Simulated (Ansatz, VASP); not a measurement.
**One calculation of NaTe2RhF6, two programs**

The input INCAR:

```
ALGO = Normal
EDIFF = 1E-6
ENCUT = 520
GGA = PE
ISIF = 2
ISMEAR = -1
LASPH = T
LCHARG = F
LREAL = F
LWAVE = F
NBANDS = 49
NELM = 100
PREC = Accurate
SIGMA = 0.071
```

File KPOINTS:

```
k-points
0
Gamma
  7 7 7
```

POSCAR

```
NaTe2RhF6
1.0
    0.0000000000      4.0417750000      4.0417750000
    4.0417750000      0.0000000000      4.0417750000
    4.0417750000      4.0417750000      0.0000000000
Na Rh Te F
1 1 2 6
Direct
    0.5000000000      0.5000000000      0.5000000000
    0.0000000000      0.0000000000      0.0000000000
    0.2500000000      0.2500000000      0.2500000000
    0.7500000000      0.7500000000      0.7500000000
    0.7660000000      0.2340000000      0.2340000000
    0.2340000000      0.7660000000      0.2340000000
    0.2340000000      0.7660000000      0.7660000000
    0.7660000000      0.2340000000      0.7660000000
    0.2340000000      0.2340000000      0.7660000000
    0.7660000000      0.7660000000      0.2340000000
```

Input for Ansatz:

```yaml
crystal:
  lattice:
    - [0.0, 4.041775, 4.041775]
    - [4.041775, 0.0, 4.041775]
    - [4.041775, 4.041775, 0.0]
  atoms:
    - { symbol: Na, position: [0.5, 0.5, 0.5] }
    - { symbol: Rh, position: [0.0, 0.0, 0.0] }
    - { symbol: Te, position: [0.25, 0.25, 0.25] }
    - { symbol: Te, position: [0.75, 0.75, 0.75] }
    - { symbol: F, position: [0.766, 0.234, 0.234] }
    - { symbol: F, position: [0.234, 0.766, 0.234] }
    - { symbol: F, position: [0.234, 0.766, 0.766] }
    - { symbol: F, position: [0.766, 0.234, 0.766] }
    - { symbol: F, position: [0.234, 0.234, 0.766] }
    - { symbol: F, position: [0.766, 0.766, 0.234] }
  symmetry: { tolerance: 0.0003 }
kpoints:
  mp_grid: { grid: [7, 7, 7], shift: [0, 0, 0] }
  band_path:
    path:
      - [0.0, 0.0, 0.0]
      - [0.5, 0.0, 0.5]
      - [0.625, 0.25, 0.625]
      - [0.375, 0.375, 0.75]
      - [0.0, 0.0, 0.0]
      - [0.5, 0.5, 0.5]
      - [0.5, 0.25, 0.75]
      - [0.5, 0.0, 0.5]
    npoints: 8
magnetization:
  spin_polarized: false
scf:
  occupations: { method: fermi_dirac, width: 0.071 }
  lower_state_search: "off"
  max_iter: 200
hamiltonian:
  pseudopotentials: { kind: paw }
  xc: pbe
basis:
  ecutwfc: 420
  fft_grid_basis: typed
output:
  forces: true
  stress: true
  eigenvalues: true
  bader: true
  populations: true
  elf: true
  write_potential: true
  volumetric_format: npy
  dos:
    e_range: [-12, 8]
    de: 0.05
    projected: { site_lists: { F: [F], Na: [Na], Rh: [Rh], Te: [Te] } }
checkpoint:
  read: saved_state
```

Alike in both runs: task single point; functional PBE; k mesh 7 × 7 × 7; occupations fermi-dirac, width 0.071 eV; no spin polarisation.

|  | VASP | Ansatz |
| --- | --- | --- |
| version | VASP 6.6.1 | Ansatz 0.2.0 |
| potentials or method | VASP PAW PBE potentials, release 64 (Na_pv, Rh_pv, Te, F), cutoff 520 eV | PAW plane waves |
| valence electrons in the cell | 76 | 100 |

```tsv
	VASP	Ansatz	Ansatz less VASP
pressure (GPa)	20.5	20.5	+0.02
rms of the force components (eV/Å)	0.627	0.596	-0.0314
```

Atom by atom the forces differ by 0.031 eV/Å (rms over components). VASP's potentials hold 76 valence electrons a cell and Ansatz's 100, so a difference there can come from the potentials and not from the codes.

Neither program's run includes spin-orbit coupling.
